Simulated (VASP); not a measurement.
Input of a VASP 6.6.1 run:

The input INCAR:

```
SYSTEM = MnS
  PREC = Accurate
  ENCUT = 520
  EDIFF = 1E-6
  ISMEAR = -1
  SIGMA = 0.05
  LREAL = .FALSE.
  LASPH = .TRUE.
  NELM = 150
  ALGO = Normal
  ISIF = 2
  LWAVE = .FALSE.
  LCHARG = .FALSE.
  ISPIN = 2
  MAGMOM = 1 0
  LORBIT = 11
  NUPDOWN = 1.0
  LMAXMIX = 4
  GGA = PE
  NBANDS = 20
```

Contents of KPOINTS:

```
regular mesh
0
G
  7 7 7
  0 0 0
```

File POSCAR:

```
MnS
1.0
    0.0000000000      2.6045000000      2.6045000000
    2.6045000000      0.0000000000      2.6045000000
    2.6045000000      2.6045000000      0.0000000000
Mn S
1 1
Direct
    0.0000000000      0.0000000000      0.0000000000
    0.5000000000      0.5000000000      0.5000000000
```

Potentials or basis: VASP PAW PBE potentials, release 64 (Mn_pv, S).

The run is started by

```bash
$ cat potpaw_PBE.64/Mn_pv/POTCAR potpaw_PBE.64/S/POTCAR > POTCAR
$ mpirun -np 1 vasp_std > vasp.out
```

(1) Estimate the pressure.

## Answers

(1) -17.6 GPa.

Caveat: the total moment is fixed, so each spin has its own Fermi level; a cell with one magnetic atom can't hold antiferromagnetic order, which such compounds often take.
